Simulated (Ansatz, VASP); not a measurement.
BAs2 in VASP and in Ansatz

```
CELL_PARAMETERS angstrom
3.08552 0.00000 0.00000
0.00000 3.16781 0.00000
0.00000 0.00000 4.82298
ATOMIC_POSITIONS crystal
B 0.50000 0.50000 0.50000
As 0.00000 0.00000 0.50000
As 0.00000 0.50000 0.00000
```

Alike in both runs: functional PBE; k mesh 6 × 6 × 4; occupations gaussian, width 0.1 eV; no spin polarisation.

Ansatz relaxed the structure, and its values are those at the end. VASP's run is a single point on that final structure, the one shown.

```csv
,VASP,Ansatz
version,VASP 6.6.1,Ansatz 0.2.0
potentials or method,"VASP PAW PBE potentials, release 64 (B, As), cutoff 520 eV","scalar-relativistic, plane waves, PAW"
valence electrons in the cell,13,33
```

|  | VASP | Ansatz | Ansatz less VASP |
| --- | --- | --- | --- |
| gap on the k mesh at the Fermi level (eV) | none | none | - |
| pressure (GPa) | 0.2 | -0.1 | -0.24 |

A gap of «none» marks a metal or a gap that the smearing closes. With one functional, cell and mesh, what is left measures potentials, basis and numerics. VASP's potentials hold 13 valence electrons a cell and Ansatz's 33, so a difference there can come from the potentials and not from the codes.
